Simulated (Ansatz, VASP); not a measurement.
**Bi2Se3: VASP and Ansatz over several settings**

```
Bi Se
1.0
     2.11213    1.21944    9.73254
    -2.11213    1.21944    9.73254
     0.00000   -2.43888    9.73254
Bi Se
2 3
Direct
  0.59920 0.59920 0.59920
  0.40080 0.40080 0.40080
  0.78830 0.78830 0.78830
  0.21170 0.21170 0.21170
  0.00000 0.00000 0.00000
```

Single points on this cell with VASP 6.6.1 and Ansatz 0.2.0. Each row is one pair of runs. Alike in all rows: spin: off; k mesh: 8 × 8 × 8; smearing: fermi-dirac, width 0.05 eV; Ansatz's potentials, cutoff: Ansatz PAW, 420 eV.

```tsv
level	VASP's potentials, cutoff	gap on the k mesh at the Fermi level (eV), VASP	gap on the k mesh at the Fermi level (eV), Ansatz	least direct gap on the mesh (eV), VASP	least direct gap on the mesh (eV), Ansatz	pressure (GPa), VASP	pressure (GPa), Ansatz
LDA	VASP PAW LDA potentials, release 64 (Bi_d, Se), 520 eV	0.13	0.14	0.13	0.14	-4.7	-4.9
RPBE	VASP PAW PBE potentials, release 64 (Bi_d, Se), 520 eV	0.33	0.34	0.33	0.34	0.6	0.6
BLYP	VASP PAW PBE potentials, release 64 (Bi_d, Se), 520 eV	0.29	0.30	0.29	0.30	2.6	2.4
```

Gap on the k mesh at the fermi level (eV): the two programs differ by at most 0.005; least direct gap on the mesh (eV): the two programs differ by at most 0.005; pressure (GPa): the two programs differ by at most 0.19.

VASP's potentials hold 48 valence electrons a cell and Ansatz's 78, so a difference there can come from the potentials and not from the codes.

Neither program's run includes spin-orbit coupling.
